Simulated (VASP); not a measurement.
# AlNi: single point with PBE

The system is AlNi.

```
Al Ni
1.0
     1.93869   -1.95319    0.00000
     1.93869    1.95319    0.00000
     0.00000    0.00000    3.09943
Al Ni
1 1
Direct
  0.00000 0.00000 0.00000
  0.50000 0.50000 0.50000
```

```yaml
Program: VASP 6.6.1
Task: single point
Functional: PBE
Potentials_or_basis: VASP PAW PBE potentials, release 64 (Al, Ni)
Cutoff: 520 eV
k_mesh: 6 × 6 × 6
Occupations: gaussian, width 0.1 eV
Spin: collinear spin, ferromagnetic start
Starting_moments: "[0.0, 2.0] μB"
```

```json
{
  "Pressure": "5.8 GPa",
  "Net moment": "0.00 μB per cell",
  "Valence electrons inside the program's atomic spheres": "Al 0.81; Ni 9.49"
}
```

Stress tensor (GPa, compression positive):
```
8.08 0.00 0.00
0.00 6.23 0.00
0.00 0.00 2.96
```

Levels at points of the mesh, in eV from the Fermi level:
Spin up:
```csv
k point,band 4,band 5,band 6,band 7,band 8,band 9,band 10,band 11
"(0.00, 0.00, 0.00)",-1.82,-1.80,-1.53,2.77,6.88,6.92,7.00,8.47
"(0.50, 0.00, 0.00)",-2.91,-2.25,-1.69,-0.53,7.64,7.75,9.20,11.48
"(0.50, 0.50, 0.00)",-2.60,-2.60,-2.49,-1.02,2.07,3.10,10.62,13.36
"(0.00, 0.00, 0.50)",-2.25,-2.23,-1.49,-1.40,8.23,11.05,11.09,11.34
"(0.50, 0.00, 0.50)",-3.03,-2.17,-2.06,-1.38,1.15,2.02,13.44,15.42
"(0.50, 0.50, 0.50)",-1.34,-1.01,1.69,1.93,2.05,3.76,3.88,3.97
```
Spin down:
```tsv
k point	band 3	band 4	band 5	band 6	band 7	band 8	band 9	band 10	band 11	band 12
(0.00, 0.00, 0.00)	-3.45	-1.82	-1.80	-1.53	2.77	6.88	6.92	7.00	8.47	14.47
(0.50, 0.00, 0.00)	-2.96	-2.91	-2.25	-1.69	-0.53	7.64	7.75	9.20	11.48	12.55
(0.50, 0.50, 0.00)	-2.61	-2.60	-2.60	-2.49	-1.02	2.07	3.10	10.62	13.36	13.49
(0.00, 0.00, 0.50)	-3.14	-2.25	-2.23	-1.49	-1.40	8.23	11.05	11.09	11.34	11.34
(0.50, 0.00, 0.50)	-3.62	-3.03	-2.17	-2.06	-1.38	1.15	2.02	13.44	15.42	15.94
(0.50, 0.50, 0.50)	-4.30	-1.34	-1.01	1.69	1.93	2.05	3.76	3.88	3.97	5.19
```

Wall time 21 s on 1 thread of Intel(R) Xeon(R) 6975P-C (Granite Rapids) (shared host), peak memory 0.16 GiB.

Caveat: the k points lie up to 0.38 Å⁻¹ apart.
